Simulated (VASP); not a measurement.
# TaN (P-62m) in VASP: single point with r2SCAN

Aim: the single point of TaN with r2SCAN.

Everything below comes from runs of VASP 6.6.1. Logs are shortened: lines on timing, memory, paths and dates and some standing lists are left out, and cuts for length are marked.

## (1) The cell of the first run

The structure is hexagonal, space group P-62m (No. 189). Conventional cell: a = 5.201 Å, b = 5.201 Å, c = 2.910 Å, α = 90.00°, β = 90.00°, γ = 120.00°. Within 2.7 Å of Ta (site symmetry -62m) lie 3 N at 2.04 Å. Within 3.1 Å of Ta (site symmetry -6) lie 6 N at 2.16 Å and 5 Ta at 2.91 to 3.00 Å. Within 3.0 Å of N (site symmetry m2m) lie 5 Ta at 2.04 to 2.16 Å and 6 N at 2.78 to 2.91 Å.

## (2) Single point, r2SCAN

POSCAR

```
TaN
1.0
    5.2008691805      0.0000000000      0.0000000000
   -2.6004345902      4.5040848321      0.0000000000
    0.0000000000      0.0000000000      2.9095498415
Ta N
3 3
Direct
    0.0000000000      0.0000000000      0.0000000000
    0.3333333333      0.6666666667      0.5000000000
    0.6666666667      0.3333333333      0.5000000000
    0.3923466824      0.0000000000      0.0000000000
    0.6076533176      0.6076533176      0.0000000000
    0.0000000000      0.3923466824      0.0000000000
```

INCAR.step1

```
PREC = Accurate
ENCUT = 520
ISMEAR = -1
SIGMA = 0.15
LREAL = False
LASPH = True
NELM = 60
NBANDS = 33
GGA = PE
ALGO = Normal
EDIFF = 1E-4
LWAVE = True
LCHARG = False
```

INCAR.step2

```
PREC = Accurate
ENCUT = 520
EDIFF = 1E-6
ISMEAR = -1
SIGMA = 0.15
LREAL = False
LASPH = True
NELM = 60
ALGO = Normal
ISIF = 2
LWAVE = False
LCHARG = False
METAGGA = R2SCAN
LMIXTAU = True
NBANDS = 33
ISTART = 1
```

KPOINTS

```
regular mesh
0
Gamma
  12 12 16
```

Potentials or basis: VASP PAW PBE potentials, release 64 (Ta_pv, N).

Started as:

```sh
$ cat potpaw_PBE.64/Ta_pv/POTCAR potpaw_PBE.64/N/POTCAR > POTCAR
$ cp INCAR.step1 INCAR
$ mpirun -np 1 vasp_std > vasp.out
$ cp INCAR.step2 INCAR
$ mpirun -np 1 vasp_std > vasp.out
```

OUTCAR:

```text
PREC = Accurate
   ENCUT = 520
   EDIFF = 1E-6
   ISMEAR = -1
   LREAL = False
   LASPH = True
   NELM = 60
   ISIF = 2
   METAGGA = R2SCAN
   ISTART = 1

 ion  position               nearest neighbor table
   1  0.000  0.000  0.000-   6 2.04   4 2.04   5 2.04   3 3.34   2 3.34   2 3.34   3 3.34   2 3.34
                             2 3.34   3 3.34   3 3.34   3 3.34   3 3.34   2 3.34   2 3.34
   2  0.333  0.667  0.500-   4 2.16   4 2.16   6 2.16   6 2.16   5 2.16   5 2.16   3 3.00   3 3.00
                             3 3.00   1 3.34   1 3.34   1 3.34   1 3.34   1 3.34   1 3.34
   3  0.667  0.333  0.500-   6 2.16   6 2.16   4 2.16   4 2.16   5 2.16   5 2.16   2 3.00   2 3.00
                             2 3.00   1 3.34   1 3.34   1 3.34   1 3.34   1 3.34   1 3.34
   4  0.392  0.000  0.000-   1 2.04   2 2.16   2 2.16   3 2.16   3 2.16
   5  0.608  0.608  0.000-   1 2.04   3 2.16   3 2.16   2 2.16   2 2.16
   6  0.000  0.392  0.000-   1 2.04   3 2.16   3 2.16   2 2.16   2 2.16

  LATTYP: Found a hexagonal cell.
 ALAT       =     5.2008691805
 C/A-ratio  =     0.5594353060

  Lattice vectors:

 A1 = (   5.2008691805,   0.0000000000,   0.0000000000)
 A2 = (  -2.6004345902,   4.5040848321,   0.0000000000)
 A3 = (   0.0000000000,   0.0000000000,   2.9095498415)

Analysis of symmetry for initial positions (statically):
=====================================================================
 Subroutine PRICEL returns:
 Original cell was already a primitive cell.

 Routine SETGRP: Setting up the symmetry group for a
 hexagonal supercell.

 Subroutine GETGRP returns: Found 12 space group operations
 (whereof 12 operations were pure point group operations)
 out of a pool of 24 trial point group operations.

The static configuration has the point symmetry D_3h.

Analysis of symmetry for dynamics (positions and initial velocities):
=====================================================================
 Subroutine PRICEL returns:
 Original cell was already a primitive cell.

 Routine SETGRP: Setting up the symmetry group for a
 hexagonal supercell.

 Subroutine GETGRP returns: Found 12 space group operations
 (whereof 12 operations were pure point group operations)
 out of a pool of 24 trial point group operations.

The dynamic configuration has the point symmetry D_3h.

 Subroutine INISYM returns: Found 12 space group operations
 (whereof 12 operations are pure point group operations),
 and found     1 'primitive' translations

----------------------------------------------------------------------------------------

                                     Primitive cell

  volume of cell :      68.1567

[... 89 lines left out ...]
   ICHARG =      0    charge: 1-file 2-atom 10-const
   ISPIN  =      1    spin polarized calculation?
   LNONCOLLINEAR =      F non collinear calculations
   LSORBIT =      F    spin-orbit coupling
   LASPH  =      T    aspherical Exc in radial PAW
   ENCUT  =  520.0 eV  38.22 Ry    6.18 a.u.   9.67  9.67  5.41*2*pi/ulx,y,z
   NELM   =     60;   NELMIN=  2; NELMDL=  0     # of ELM steps
   EDIFF  = 0.1E-05   stopping-criterion for ELM
   LREAL  =      F    real-space projection
[... 7 lines left out ...]
   TEBEG  =    0.0;   TEEND  =   0.0 temperature during run
   PSTRESS=    0.0 pullay stress
   NELECT =      48.0000    total number of electrons
   NUPDOWN=      -1.0000    fix difference up-down
   EMIN   =  10.00;   EMAX   =-10.00  energy-range for DOS
   EFERMI =   0.00;   METHOD = LEGACY
   ISMEAR =    -1;   SIGMA  =   0.15  broadening in eV -4-tet -1-fermi 0-gaus
   EFERMI_NEDOS =   21; number of points for ismear=-14 and -15
   IALGO  =     38    algorithm
   IMIX   =      4    mixing-type and parameters
     AMIX     =   0.40;   BMIX     =  1.00
     AMIX_MAG =   1.60;   BMIX_MAG =  1.00
  volume/ion in A,a.u.               =      11.36        76.66
  Fermi-wavevector in a.u.,A,eV,Ry     =   1.456529  2.752441 28.864445  2.121477
  Thomas-Fermi vector in A             =   2.573437
   LORBIT       =      0    0 simple, 1 ext, 2 COOP (PROOUT), +10 PAW based schemes
   METAGGA = R2SCAN    functional components
   LHFCALC =     F    Hartree Fock is set to
   AEXX    =    0.0000 exact exchange contribution
   IVDW    =     0    specifies the selected vdW correction
   LEPSILON=     F    determine dielectric tensor
   LRPA    =     F    only Hartree local field effects (RPA)
 non-spin polarized calculation
  energy-cutoff  :      520.00
  volume of cell :       68.16
 maximum number of plane-waves:      1859
 NGX is ok and might be reduce to    40
   NGX = 19   NGY = 19   NGZ = 11

 number of electron      48.0000001 magnetization

 Free energy of the ion-electron system (eV)
  ---------------------------------------------------
  ext. energy  EPLUGINS =         0.00000000
  ---------------------------------------------------
  free energy    TOTEN  =      -181.33235958 eV

  energy without entropy =     -181.28912045  energy(sigma->0) =     -181.31074002

 E-fermi :   8.3234     XC(G=0): -13.9776

 val. band max:        8.2954974325   @ k =   0.2500  -0.0000   0.3750
 cond. band min:       8.3315796506   @ k =   0.1667   0.0833   0.1875
 fundamental gap:      0.0360822181
 Fermi energy:         8.3234266672

 k-point     1 :       0.0000    0.0000    0.0000
  band No.  band energies     occupation
      1     -29.2842      2.00000
      2     -29.2842      2.00000
      3     -28.9159      2.00000
      4     -28.9159      2.00000
      5     -28.7322      2.00000
      6     -28.6216      2.00000
[... 853 lines left out ...]
     32      12.2320      0.00000
     33      12.4370      0.00000

 [... further k-points ...]
[... 5 lines left out ...]
  --------------------------------------------------------------------------------------
  -------------------------------------------------------------------------------------
  Total        0.6937037      0.6937037      0.6300779      0.0000000      0.0000000      0.0000000
  in kB       16.3070842     16.3070842     14.8114138      0.0000000      0.0000000      0.0000000
  external PRESSURE =      15.8085274 kB  Pullay stress =       0.0000000 kB

 VOLUME and BASIS-vectors are now :
 -----------------------------------------------------------------------------
  energy-cutoff  :      520.00
  volume of cell :       68.16
      direct lattice vectors                 reciprocal lattice vectors
     5.200869180  0.000000000  0.000000000     0.192275553  0.111010343  0.000000000
    -2.600434590  4.504084832  0.000000000     0.000000000  0.222020685  0.000000000
     0.000000000  0.000000000  2.909549842     0.000000000  0.000000000  0.343695779

 POSITION                                       TOTAL-FORCE (eV/Angst)
 -----------------------------------------------------------------------------------
      0.00000      0.00000      0.00000        -0.000000      0.000000     -0.000000
     -0.00000      3.00272      1.45477         0.000000      0.000000     -0.000000
      2.60043      1.50136      1.45477        -0.000000      0.000000     -0.000000
      2.04054      0.00000      0.00000        -0.000780      0.000000      0.000000
      1.58016      2.73692      0.00000         0.000390      0.000676     -0.000000
     -1.02027      1.76716      0.00000         0.000390     -0.000676      0.000000
 -----------------------------------------------------------------------------------
    total drift:                                0.000003      0.000004      0.000000

  FREE ENERGIE OF THE ION-ELECTRON SYSTEM (eV)
  ---------------------------------------------------
  free  energy   TOTEN  =      -181.3323595838 eV

  energy  without entropy=     -181.2891204467  energy(sigma->0) =     -181.31074002
```

OUTCAR.step1:

```text
PREC = Accurate
   ENCUT = 520
   ISMEAR = -1
   LREAL = False
   LASPH = True
   NELM = 60
[... 1103 lines left out ...]
      2.04054      0.00000      0.00000         0.075448      0.000000      0.000000
      1.58016      2.73692      0.00000        -0.037724     -0.065340     -0.000000
     -1.02027      1.76716      0.00000        -0.037724      0.065340      0.000000
 -----------------------------------------------------------------------------------
    total drift:                               -0.000002     -0.000004      0.000000

  FREE ENERGIE OF THE ION-ELECTRON SYSTEM (eV)
  ---------------------------------------------------
  free  energy   TOTEN  =       -67.5043640513 eV

  energy  without entropy=      -67.4547905349  energy(sigma->0) =      -67.47957729
```

OSZICAR.step1:

```text
N       E                     dE             d eps       ncg     rms          rms(c)
DAV:   1     0.448840071924E+03    0.44884E+03   -0.26039E+04 11302   0.152E+03
DAV:   2    -0.480933468161E+02   -0.49693E+03   -0.47332E+03 12991   0.449E+02
DAV:   3    -0.768063523991E+02   -0.28713E+02   -0.28248E+02 13822   0.105E+02
DAV:   4    -0.773783572174E+02   -0.57200E+00   -0.56852E+00 14073   0.147E+01
DAV:   5    -0.773921412613E+02   -0.13784E-01   -0.13769E-01 14713   0.178E+00    0.434E+01
DAV:   6    -0.677464625783E+02    0.96457E+01   -0.48929E+01 14429   0.375E+01    0.181E+01
DAV:   7    -0.675741562133E+02    0.17231E+00   -0.22549E+00 13927   0.828E+00    0.108E+01
DAV:   8    -0.675237586497E+02    0.50398E-01   -0.39870E-01 13914   0.378E+00    0.110E+00
DAV:   9    -0.675051559215E+02    0.18603E-01   -0.48737E-02 14301   0.156E+00    0.396E-01
DAV:  10    -0.675045330241E+02    0.62290E-03   -0.13907E-02 13953   0.580E-01    0.200E-01
DAV:  11    -0.675044158511E+02    0.11717E-03   -0.26244E-03 14221   0.311E-01    0.507E-02
DAV:  12    -0.675043640513E+02    0.51800E-04   -0.25663E-04 10600   0.947E-02
   1 F= -.67504364E+02 E0= -.67479577E+02  d E =-.495735E-01
```

Wall time 15 min (1 thread of AMD EPYC 9R45 (Zen 5), shared host); peak memory 0.39 GiB.

Results:

| Property | Result |
| --- | --- |
| Free energy | -181.3324 eV |
| Pressure | 1.6 GPa |
| Band gap on the k mesh | zero (bands 24 and 25 overlap by 3.26 eV) |

Caveat: the PAW data sets were made with another functional, which shifts forces and pressure a little; spin-orbit coupling is left out, which moves the levels of the heavy elements.

The gap in the log of VASP goes by the Fermi energy; the results here count the filled bands.